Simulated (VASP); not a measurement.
# Lu2Si3P (P6/mmm) in VASP: a series of runs

Runs on Lu2Si3P. Level: PBE. Tasks: relaxation of cell and atoms, single point.

All numbers are computed with VASP 6.6.1; they aren't measurements. Logs are shortened: lines on timing, memory, paths and dates and some standing lists are left out, and cuts for length are marked.

### 1 The cell of the first run

It takes space group P6/mmm (No. 191, hexagonal). Conventional cell: a = 5.796 Å, b = 5.796 Å, c = 3.817 Å, α = 90.00°, β = 90.00°, γ = 120.00°. Lu (site symmetry -6m2) has 6 Si at 2.54 Å and 3 Lu at 3.35 Å and 3 P at 3.35 Å within 3.4 Å. Within 3.3 Å of Si (site symmetry mmm) lie 4 Lu at 2.54 Å and 4 Si at 2.90 Å. Within 4.4 Å of P (site symmetry 6/mmm) lie 6 Lu at 3.35 Å and 12 Si at 3.47 Å and 2 P at 3.82 Å.

The cell was generated, and may not be a known phase.

### 2 Relaxation of cell and atoms, PBE

Input file INCAR:

```
ALGO = Normal
EDIFF = 1E-7
EDIFFG = -0.04
ENCUT = 600
GGA = PE
IBRION = 2
ISIF = 3
ISMEAR = 0
LASPH = T
LCHARG = F
LREAL = F
LWAVE = F
NELM = 100
NSW = 90
PREC = Accurate
SIGMA = 0.1
```

Input file KPOINTS:

```
k-points
0
Gamma
  3 3 4
```

Input file POSCAR:

```
Lu2Si3P
1.0
    5.7958794300      0.0000000000      0.0000000000
   -2.8979397100      5.0193788200      0.0000000000
    0.0000000000      0.0000000000      3.8170810600
Lu Si P
2 3 1
Direct
    0.6666666700      0.3333333300      0.0000000000
    0.3333333300      0.6666666700      0.0000000000
    0.0000000000      0.5000000000      0.5000000000
    0.5000000000      0.5000000000      0.5000000000
    0.5000000000      0.0000000000      0.5000000000
    0.0000000000      0.0000000000      0.0000000000
```

Potentials or basis: VASP PAW PBE potentials, release 64 (Lu, Si, P).

Started as:

```bash
$ cat potpaw_PBE.64/Lu/POTCAR potpaw_PBE.64/Si/POTCAR potpaw_PBE.64/P/POTCAR > POTCAR
$ mpirun -np 1 vasp_std > vasp.out
```

OUTCAR:

```text
EDIFF = 1E-7
   EDIFFG = -0.04
   ENCUT = 600
   GGA = PE
   IBRION = 2
   ISIF = 3
   ISMEAR = 0
   LASPH = T
   LREAL = F
   NELM = 100
   NSW = 90
   PREC = Accurate

 ion  position               nearest neighbor table
   1  0.667  0.333  0.000-   5 2.54   5 2.54   3 2.54   3 2.54   4 2.54   4 2.54   2 3.35   6 3.35
                             2 3.35   6 3.35   6 3.35   2 3.35
   2  0.333  0.667  0.000-   5 2.54   5 2.54   3 2.54   3 2.54   4 2.54   4 2.54   1 3.35   6 3.35
                             1 3.35   6 3.35   6 3.35   1 3.35
   3  0.000  0.500  0.500-   1 2.54   2 2.54   1 2.54   2 2.54   5 2.90   5 2.90   4 2.90   4 2.90

   4  0.500  0.500  0.500-   1 2.54   2 2.54   1 2.54   2 2.54   5 2.90   5 2.90   3 2.90   3 2.90

   5  0.500  0.000  0.500-   1 2.54   2 2.54   1 2.54   2 2.54   4 2.90   4 2.90   3 2.90   3 2.90

   6  0.000  0.000  0.000-   1 3.35   2 3.35   2 3.35   1 3.35   1 3.35   2 3.35

  LATTYP: Found a hexagonal cell.
 ALAT       =     5.7958794300
 C/A-ratio  =     0.6585853115

  Lattice vectors:

 A1 = (   5.7958794300,   0.0000000000,   0.0000000000)
 A2 = (  -2.8979397100,   5.0193788200,   0.0000000000)
 A3 = (   0.0000000000,   0.0000000000,   3.8170810600)

Analysis of symmetry for initial positions (statically):
=====================================================================
 Subroutine PRICEL returns:
 Original cell was already a primitive cell.

 Routine SETGRP: Setting up the symmetry group for a
 hexagonal supercell.

 Subroutine GETGRP returns: Found 24 space group operations
 (whereof 24 operations were pure point group operations)
 out of a pool of 24 trial point group operations.

The static configuration has the point symmetry D_6h.

Analysis of symmetry for dynamics (positions and initial velocities):
=====================================================================
 Subroutine PRICEL returns:
 Original cell was already a primitive cell.

 Routine SETGRP: Setting up the symmetry group for a
 hexagonal supercell.

 Subroutine GETGRP returns: Found 24 space group operations
 (whereof 24 operations were pure point group operations)
 out of a pool of 24 trial point group operations.

The dynamic configuration has the point symmetry D_6h.

 Subroutine INISYM returns: Found 24 space group operations
 (whereof 24 operations are pure point group operations),
 and found     1 'primitive' translations

----------------------------------------------------------------------------------------

                                     Primitive cell

  volume of cell :     111.0454

  direct lattice vectors                    reciprocal lattice vectors
     5.795879430  0.000000000  0.000000000     0.172536370  0.099613920  0.000000000
    -2.897939710  5.019378820  0.000000000     0.000000000  0.199227840  0.000000000
     0.000000000  0.000000000  3.817081060     0.000000000  0.000000000  0.261980289

  length of vectors
     5.795879430  5.795879424  3.817081060     0.199227840  0.199227840  0.261980289

  position of ions in fractional coordinates (direct lattice)
     0.666666670  0.333333330  0.000000000
     0.333333330  0.666666670  0.000000000
     0.000000000  0.500000000  0.500000000
     0.500000000  0.500000000  0.500000000
     0.500000000  0.000000000  0.500000000
     0.000000000  0.000000000  0.000000000

  ion indices of the primitive-cell ions
   primitive index   ion index
                 1           1
                 2           2
                 3           3
                 4           4
                 5           5
                 6           6

----------------------------------------------------------------------------------------

 KPOINTS: k-points

Automatic generation of k-mesh.
 Grid dimensions read from file:
 generate k-points for:    3    3    4

 Generating k-lattice:

  Cartesian coordinates                     Fractional coordinates (reciprocal lattice)
     0.057512123  0.033204640  0.000000000     0.333333333  0.000000000  0.000000000
     0.000000000  0.066409280  0.000000000     0.000000000  0.333333333  0.000000000
     0.000000000  0.000000000  0.065495072     0.000000000  0.000000000  0.250000000

  Length of vectors
     0.066409280  0.066409280  0.065495072

  Shift w.r.t. Gamma in fractional coordinates (k-lattice)
     0.000000000  0.000000000  0.000000000

 Subroutine IBZKPT returns following result:
 ===========================================

 Found      9 irreducible k-points:

 Following reciprocal coordinates:
            Coordinates               Weight
  0.000000  0.000000  0.000000      1.000000
  0.333333 -0.000000  0.000000      6.000000
  0.333333  0.333333  0.000000      2.000000
  0.000000  0.000000  0.250000      2.000000
  0.333333 -0.000000  0.250000     12.000000
  0.333333  0.333333  0.250000      4.000000
  0.000000  0.000000  0.500000      1.000000
  0.333333 -0.000000  0.500000      6.000000
  0.333333  0.333333  0.500000      2.000000
   k-points           NKPTS =      9   k-points in BZ     NKDIM =      9   number of bands    NBANDS=     40
   number of dos      NEDOS =    301   number of ions     NIONS =      6
   total plane-waves  NPLWV =  69120
   dimension x,y,z NGX =    48 NGY =   48 NGZ =   30
   dimension x,y,z NGXF=    96 NGYF=   96 NGZF=   60
   ions per type =               2   3   1
   NGX,Y,Z   is equivalent  to a cutoff of  13.77, 13.77, 13.07 a.u.
   NGXF,Y,Z  is equivalent  to a cutoff of  27.54, 27.54, 26.13 a.u.
 SYSTEM =  unknown system
   PREC   = accura    normal or accurate (medium, high low for compatibility)
   ISTART =      0    job   : 0-new  1-cont  2-samecut
   ICHARG =      2    charge: 1-file 2-atom 10-const
   ISPIN  =      1    spin polarized calculation?
   LNONCOLLINEAR =      F non collinear calculations
   LSORBIT =      F    spin-orbit coupling
   LASPH  =      T    aspherical Exc in radial PAW
   ENCUT  =  600.0 eV  44.10 Ry    6.64 a.u.  11.58 11.58  7.62*2*pi/ulx,y,z
   NELM   =    100;   NELMIN=  2; NELMDL= -5     # of ELM steps
   EDIFF  = 0.1E-06   stopping-criterion for ELM
   LREAL  =      F    real-space projection
   EDIFFG = -.4E-01   stopping-criterion for IOM
   NSW    =     90    number of steps for IOM
   IBRION =      2    ionic relax: 0-MD 1-quasi-New 2-CG
   NFREE  =      1    steps in history (QN), initial steepest desc. (CG)
   ISIF   =      3    stress and relaxation
   ISYM   =      2    0-nonsym 1-usesym 2-fastsym
   POTIM  = 0.5000    time-step for ionic-motion
   TEBEG  =    0.0;   TEEND  =   0.0 temperature during run
   PSTRESS=    0.0 pullay stress
   NELECT =      67.0000    total number of electrons
   NUPDOWN=      -1.0000    fix difference up-down
   EMIN   =  10.00;   EMAX   =-10.00  energy-range for DOS
   EFERMI =   0.00;   METHOD = LEGACY
   ISMEAR =     0;   SIGMA  =   0.10  broadening in eV -4-tet -1-fermi 0-gaus
   EFERMI_NEDOS =   21; number of points for ismear=-14 and -15
   IALGO  =     38    algorithm
   IMIX   =      4    mixing-type and parameters
     AMIX     =   0.40;   BMIX     =  1.00
     AMIX_MAG =   1.60;   BMIX_MAG =  1.00
  volume/ion in A,a.u.               =      18.51       124.90
  Fermi-wavevector in a.u.,A,eV,Ry     =   1.383353  2.614157 26.036982  1.913664
  Thomas-Fermi vector in A             =   2.507958
   LORBIT       =      0    0 simple, 1 ext, 2 COOP (PROOUT), +10 PAW based schemes
   GGA     = PE    functional components
   LHFCALC =     F    Hartree Fock is set to
   AEXX    =    0.0000 exact exchange contribution
   IVDW    =     0    specifies the selected vdW correction
   LEPSILON=     F    determine dielectric tensor
   LRPA    =     F    only Hartree local field effects (RPA)
 conjugate gradient relaxation of ions
 non-spin polarized calculation
 Gauss-broadening in eV      SIGMA  =   0.10
  energy-cutoff  :      600.00
  volume of cell :      111.05
 maximum number of plane-waves:      3753
 NGX is ok and might be reduce to    48
   NGX = 23   NGY = 23   NGZ = 15

--------------------------------------- Ionic step        1  -------------------------------------------

 number of electron      67.0000018 magnetization

 Free energy of the ion-electron system (eV)
  ---------------------------------------------------
  ext. energy  EPLUGINS =         0.00000000
  ---------------------------------------------------
  free energy    TOTEN  =       -27.68967428 eV

  energy without entropy =      -27.64183589  energy(sigma->0) =      -27.66575508

------------------------ aborting loop because EDIFF is reached ----------------------------------------

  FORCE on cell =-STRESS in cart. coord.  units (eV):
  Direction    XX          YY          ZZ          XY          YZ          ZX
  --------------------------------------------------------------------------------------
  -------------------------------------------------------------------------------------
  Total        5.0960667      5.0960667     29.4114644      0.0000000      0.0000000      0.0000000
  in kB       73.5266848     73.5266846    424.3522721      0.0000001      0.0000000      0.0000000
  external PRESSURE =     190.4685472 kB  Pullay stress =       0.0000000 kB
[... 25 lines left out ...]
  energy  without entropy=      -27.6418358887  energy(sigma->0) =      -27.66575508

--------------------------------------- Ionic step        2  -------------------------------------------

 number of electron      66.9999976 magnetization

 E-fermi :   3.4300     XC(G=0):  -9.7723

 val. band max:        3.2712770299   @ k =   0.0000   0.0000   0.0000
 cond. band min:       3.4688187630   @ k =   0.3333   0.3333   0.2500
 fundamental gap:      0.1975417331
 Fermi energy:         3.4300087773

 k-point     1 :       0.0000    0.0000    0.0000
  band No.  band energies     occupation
      1     -52.5592      2.00000
      2     -52.5461      2.00000
      3     -23.3064      2.00000
      4     -23.3064      2.00000
      5     -23.2397      2.00000
      6     -23.1946      2.00000
[... 613 lines left out ...]
  energy  without entropy=      -31.2525150547  energy(sigma->0) =      -31.26756809

--------------------------------------- Ionic step        8  -------------------------------------------

 number of electron      67.0000021 magnetization

 Free energy of the ion-electron system (eV)
  ---------------------------------------------------
  ext. energy  EPLUGINS =         0.00000000
  ---------------------------------------------------
  free energy    TOTEN  =       -31.29375004 eV

  energy without entropy =      -31.26398636  energy(sigma->0) =      -31.27886820

 E-fermi :   5.0549     XC(G=0): -10.7225

 val. band max:        4.9443404238   @ k =   0.0000   0.0000   0.0000
 cond. band min:       5.0966665773   @ k =   0.0000   0.0000   0.0000
 fundamental gap:      0.1523261535
 Fermi energy:         5.0548645710

 k-point     1 :       0.0000    0.0000    0.0000
  band No.  band energies     occupation
      1     -50.5648      2.00000
      2     -50.5017      2.00000
      3     -21.5316      2.00000
      4     -21.5316      2.00000
      5     -21.3142      2.00000
      6     -21.1667      2.00000
[... 409 lines left out ...]
  FREE ENERGIE OF THE ION-ELECTRON SYSTEM (eV)
  ---------------------------------------------------
  free  energy   TOTEN  =       -31.2937500421 eV

  energy  without entropy=      -31.2639863621  energy(sigma->0) =      -31.27886820

 reached required accuracy - stopping structural energy minimisation
```

Wall time 9.1 min (1 thread of Intel Xeon Platinum 8259CL at 2.50GHz (Skylake/Cascade Lake), shared host); peak memory 0.3 GiB.

What came out:

```
Free energy                           : -31.2938 eV
Relaxed volume                        : 20.05 Å³/atom
Relaxed cell                          : a = 5.360 Å, b = 5.360 Å, c = 4.835 Å, α = 90.00°, β = 90.00°, γ = 120.00°
Space group after relaxing (to 0.1 Å) : P6/mmm (No. 191)
Energy gained by relaxing             : 600.7 meV/atom
Ionic steps                           : 8
Pressure after relaxing               : 0.1 GPa
Band gap on the k mesh                : zero (an odd number of electrons rules out a gap without spin polarisation)
```

Stress tensor (GPa, compression positive):
```
 0.15  0.00  0.00
 0.00  0.15  0.00
 0.00  0.00 -0.14
```

The path:
| step | energy change (eV) | largest force (eV/Å) | pressure (GPa) | volume (Å³) |
| --- | --- | --- | --- | --- |
| 1 | 0.0000 | 0.0000 | 19.05 | 111.05 |
| 2 | -2.3912 | 0.0000 | -8.30 | 148.79 |
| 3 | -2.5623 | 0.0000 | -4.44 | 139.30 |
| 4 | -3.3454 | 0.0000 | -4.10 | 131.22 |
| 5 | -3.5397 | 0.0000 | -3.09 | 126.64 |
| 6 | -3.5695 | 0.0000 | -2.37 | 124.30 |
| 7 | -3.5929 | 0.0000 | 1.53 | 118.17 |
| 8 | -3.6041 | 0.0000 | 0.05 | 120.33 |

Final structure:
```
Lu Si P
1.0
     5.36045    0.00000    0.00000
    -2.68022    4.64228    0.00000
     0.00000    0.00000    4.83544
Lu Si P
2 3 1
Direct
  0.66667 0.33333 0.00000
  0.33333 0.66667 0.00000
  0.00000 0.50000 0.50000
  0.50000 0.50000 0.50000
  0.50000 0.00000 0.50000
  0.00000 0.00000 0.00000
```

Caveat: the k points lie up to 0.45 Å⁻¹ apart in the final cell, too coarse for converged energies and pressures of a metal; a cell axis changed by over 15 % at a fixed basis, so the end point is rough; spin-orbit coupling is left out, which moves the levels of the heavy elements.

### 3 Relaxation of cell and atoms, PBE

This run uses another cell than the first one, of 20.02 Å³/atom.

Input file INCAR:

```
  PREC = Accurate
  ENCUT = 600
  EDIFF = 1E-6
  ISMEAR = 0
  SIGMA = 0.1
  LREAL = F
  LASPH = T
  NELM = 100
  ALGO = Normal
  ISIF = 3
  LWAVE = F
  LCHARG = F
  GGA = PE
  IBRION = 2
  NSW = 90
  EDIFFG = -0.04
```

Input file KPOINTS:

```
Automatic mesh
0
Gamma
  6 6 4
```

Input file POSCAR:

```
Lu2Si3P
1.0
    5.3650630352      0.0000000000      0.0000000000
   -2.6825315176      4.6462808814      0.0000000000
    0.0000000000      0.0000000000      4.8190444428
Lu Si P
2 3 1
Direct
    0.6666666667      0.3333333333      0.0000000000
    0.3333333333      0.6666666667      0.0000000000
    0.0000000000      0.5000000000      0.5000000000
    0.5000000000      0.5000000000      0.5000000000
    0.5000000000      0.0000000000      0.5000000000
    0.0000000000      0.0000000000      0.0000000000
```

Potentials or basis: VASP PAW PBE potentials, release 64 (Lu, Si, P).

Started as:

```bash
$ cat potpaw_PBE.64/Lu/POTCAR potpaw_PBE.64/Si/POTCAR potpaw_PBE.64/P/POTCAR > POTCAR
$ mpirun -np 1 vasp_std > vasp.out
```

Run time: 9.7 min. Hardware: 1 thread of Intel Xeon Platinum 8259CL at 2.50GHz (Skylake/Cascade Lake), shared host; peak memory 0.37 GiB.

The run converged. Its results:

```
Free energy                           : -31.4047 eV
Relaxed volume                        : 19.67 Å³/atom
Relaxed cell                          : a = 5.223 Å, b = 5.223 Å, c = 4.998 Å, α = 90.00°, β = 90.00°, γ = 120.00°
Space group after relaxing (to 0.1 Å) : P6/mmm (No. 191)
Energy gained by relaxing             : 14.9 meV/atom
Ionic steps                           : 5
Pressure after relaxing               : 0.0 GPa
Band gap on the k mesh                : zero (an odd number of electrons rules out a gap without spin polarisation)
```

Stress tensor (GPa, compression positive):
```
 0.01  0.00  0.00
 0.00  0.01  0.00
 0.00  0.00 -0.14
```

Step by step:
| step | energy change (eV) | largest force (eV/Å) | pressure (GPa) | volume (Å³) |
| --- | --- | --- | --- | --- |
| 1 | 0.0000 | 0.0000 | 0.05 | 120.13 |
| 2 | -0.0638 | 0.0000 | -0.77 | 120.19 |
| 3 | -0.0808 | 0.0000 | -1.28 | 120.19 |
| 4 | -0.0875 | 0.0000 | 0.42 | 117.02 |
| 5 | -0.0897 | 0.0000 | -0.04 | 118.05 |

Final structure:
```yaml
crystal:
  lattice:
    - [5.22259, 0.00000, 0.00000]
    - [-2.61129, 4.52289, 0.00000]
    - [0.00000, 0.00000, 4.99753]
  atoms:
    - { symbol: Lu, position: [0.66667, 0.33333, 0.00000] }
    - { symbol: Lu, position: [0.33333, 0.66667, 0.00000] }
    - { symbol: Si, position: [0.00000, 0.50000, 0.50000] }
    - { symbol: Si, position: [0.50000, 0.50000, 0.50000] }
    - { symbol: Si, position: [0.50000, 0.00000, 0.50000] }
    - { symbol: P, position: [0.00000, 0.00000, 0.00000] }
```

Levels at points of the mesh, in eV from the Fermi level:
```
           k point  band 31  band 32  band 33  band 34  band 35  band 36  band 37  band 38
(0.00, 0.00, 0.00)    -1.15    -1.15    -0.48    -0.48     0.08     0.69     2.35     2.35
(0.50, 0.00, 0.00)    -2.06    -1.66    -0.45     0.39     1.06     1.45     1.52     3.36
(0.00, 0.00, 0.50)    -2.43    -2.43    -1.35     0.02     0.02     0.90     1.25     4.12
(0.50, 0.00, 0.50)    -0.99    -0.02     0.15     0.42     0.77     0.98     1.92     2.06
```

Caveat: spin-orbit coupling is left out, which moves the levels of the heavy elements.

### 4 Single point, PBE

This run uses another cell than the first one, of 19.64 Å³/atom.

Input file INCAR:

```
SYSTEM = Lu2Si3P
  ALGO = Normal
  EDIFF = 1E-6
  ENCUT = 520
  GGA = PE
  ISIF = 2
  ISMEAR = 0
  LASPH = .True.
  LCHARG = .False.
  LREAL = .False.
  LWAVE = .False.
  NBANDS = 42
  NELM = 60
  PREC = Accurate
  SIGMA = 0.1
```

Input file KPOINTS:

```
k-points
0
Gamma
  12 12 8
  0 0 0
```

POSCAR, as its differences from that of step 3:

```diff
@@ -2,5 +2,5 @@
 1.0
-    5.3650630352      0.0000000000      0.0000000000
-   -2.6825315176      4.6462808814      0.0000000000
-    0.0000000000      0.0000000000      4.8190444428
+    5.2213063169      0.0000000000      0.0000000000
+   -2.6106531585      4.5217839114      0.0000000000
+    0.0000000000      0.0000000000      4.9920545970
 Lu Si P
```

Started as:

```bash
$ cat potpaw_PBE.64/Lu/POTCAR potpaw_PBE.64/Si/POTCAR potpaw_PBE.64/P/POTCAR > POTCAR
$ mpirun -np 1 vasp_std > vasp.out
```

It took 7.8 min on 1 thread of Intel Xeon Platinum 8259CL at 2.50GHz (Skylake/Cascade Lake), shared host; peak memory 0.54 GiB.

It converged, with:

```
Free energy            : -31.3948 eV
Pressure               : 0.3 GPa
Band gap on the k mesh : zero (an odd number of electrons rules out a gap without spin polarisation)
```

Stress tensor (GPa, compression positive):
```
0.22 0.00 0.00
0.00 0.22 0.00
0.00 0.00 0.35
```

Levels at points of the mesh, in eV from the Fermi level:
| k point | band 31 | band 32 | band 33 | band 34 | band 35 | band 36 | band 37 | band 38 |
| --- | --- | --- | --- | --- | --- | --- | --- | --- |
| (0.00, 0.00, 0.00) | -1.17 | -1.17 | -0.50 | -0.50 | 0.09 | 0.70 | 2.33 | 2.33 |
| (0.50, 0.00, 0.00) | -2.05 | -1.69 | -0.46 | 0.39 | 1.00 | 1.43 | 1.47 | 3.37 |
| (0.00, 0.00, 0.50) | -2.48 | -2.48 | -1.35 | 0.00 | 0.00 | 0.88 | 1.26 | 4.12 |
| (0.50, 0.00, 0.50) | -0.99 | -0.03 | 0.15 | 0.37 | 0.72 | 0.98 | 1.89 | 2.01 |

Caveat: spin-orbit coupling is left out, which moves the levels of the heavy elements.

### 5 Overview

| task | cell | k mesh | cutoff (eV) | gap on the mesh (eV) | pressure (GPa) | relaxed volume (Å³/atom) |
| --- | --- | --- | --- | --- | --- | --- |
| relaxation of cell and atoms | relaxed from a = 5.796, b = 5.796, c = 3.817 Å, angles 90.0, 90.0, 120.0°, 6 atoms | 3 × 3 × 4 | 600 | none | 0.1 | 20.05 |
| relaxation of cell and atoms | relaxed from a = 5.365, b = 5.365, c = 4.819 Å, angles 90.0, 90.0, 120.0°, 6 atoms | 6 × 6 × 4 | 600 | none | 0.0 | 19.67 |
| single point | a = 5.221, b = 5.221, c = 4.992 Å, angles 90.0, 90.0, 120.0°, 6 atoms | 12 × 12 × 8 | 520 | none | 0.3 | - |

Alike in all rows: level PBE; potentials or basis VASP PAW PBE potentials, release 64 (Lu, Si, P); no spin polarisation; smearing gaussian 0.1 eV.

Caveats: some runs use coarse meshes; spin-orbit coupling is left out, which moves the levels of the heavy elements; a cell axis changed by over 15 % at a fixed basis, so the end point is rough (at least some runs).

Total energies depend on the potentials used, so only differences within one code and one set of settings carry meaning.

The gap in the log of VASP goes by the Fermi energy; the results here count the filled bands.